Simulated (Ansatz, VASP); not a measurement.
One calculation of AlRu, two programs

```
CELL_PARAMETERS angstrom
3.00408 0.00000 0.00000
0.00000 3.00408 0.00000
0.00000 0.00000 3.00408
ATOMIC_POSITIONS crystal
Al 0.00000 0.00000 0.00000
Ru 0.50000 0.50000 0.50416
```

Change from the starting cell: all Ru atoms moved +0.013 Å, as atom 2 along Cartesian [0 0 1].

Alike in both runs: task single point; functional PBE; k mesh 20 × 20 × 20; occupations gaussian, width 0.15 eV; no spin polarisation.

|  | VASP | Ansatz |
| --- | --- | --- |
| version | VASP 6.6.1 | Ansatz 0.2.0 |
| potentials or method | VASP PAW PBE potentials, release 64 (Al, Ru_pv), cutoff 520 eV | scalar-relativistic, plane waves, PAW |
| valence electrons in the cell | 17 | 19 |

```csv
,VASP,Ansatz,Ansatz less VASP
gap on the k mesh at the Fermi level (eV),none,none,-
pressure (GPa),0.0,0.0,+0.04
rms of the force components (eV/Å),0.054,0.054,-0.0004
```

Atom by atom the forces differ by 0.000 eV/Å (rms over components). A gap of «none» marks a metal or a gap that the smearing closes. With one functional, cell and mesh, what is left measures potentials, basis and numerics. VASP's potentials hold 17 valence electrons a cell and Ansatz's 19, so a difference there can come from the potentials and not from the codes.
